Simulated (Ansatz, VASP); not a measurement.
# One calculation of BiP, two programs

File INCAR:

```
  PREC = Accurate
  ENCUT = 520
  EDIFF = 1E-7
  ISMEAR = -1
  SIGMA = 0.05
  LREAL = F
  LASPH = T
  NELM = 60
  ALGO = Normal
  ISIF = 2
  LWAVE = F
  LCHARG = T
  GGA = PE
  LELF = T
  LVHAR = T
  NBANDS = 17
```

The input KPOINTS:

```
Automatic mesh
0
Gamma
  12 12 12
```

Contents of POSCAR:

```
BiP
1.0
    0.0000000000      2.9432416832      2.9432416832
    2.9432416832      0.0000000000      2.9432416832
    2.9432416832      2.9432416832      0.0000000000
Bi P
1 1
Direct
    0.0000000000      0.0000000000      0.0000000000
    0.5000000000      0.5000000000      0.5000000000
```

Input for Ansatz:

```yaml
crystal:
  lattice:
    - [0.0, 2.9432416832, 2.9432416832]
    - [2.9432416832, 0.0, 2.9432416832]
    - [2.9432416832, 2.9432416832, 0.0]
  atoms:
    - { symbol: Bi, position: [0.0, 0.0, 0.0] }
    - { symbol: P, position: [0.5, 0.5, 0.5] }
kpoints:
  mp_grid: { grid: [12, 12, 12] }
scf:
  occupations: { method: fermi_dirac, width: 0.05 }
hamiltonian:
  xc: pbe
  pseudopotentials: { kind: all_electron, lapw: { basis_error: 0.00025 } }
output:
  forces: true
  stress: true
  eigenvalues: true
```

Change from the starting cell: volume scaled by 1.02.

Alike in both runs: task single point; functional PBE; k mesh 12 × 12 × 12; occupations fermi-dirac, width 0.05 eV; no spin polarisation.

|  | VASP | Ansatz |
| --- | --- | --- |
| version | VASP 6.6.1 | Ansatz 0.2.0 |
| potentials or method | VASP PAW PBE potentials, release 64 (Bi_d, P), cutoff 520 eV | all-electron LAPW, scalar-relativistic |

|  | VASP | Ansatz | Ansatz less VASP |
| --- | --- | --- | --- |
| pressure (GPa) | -1.4 | -1.3 | +0.06 |

Ansatz ran all-electron here, and VASP with PAW potentials.

Neither program's run includes spin-orbit coupling.
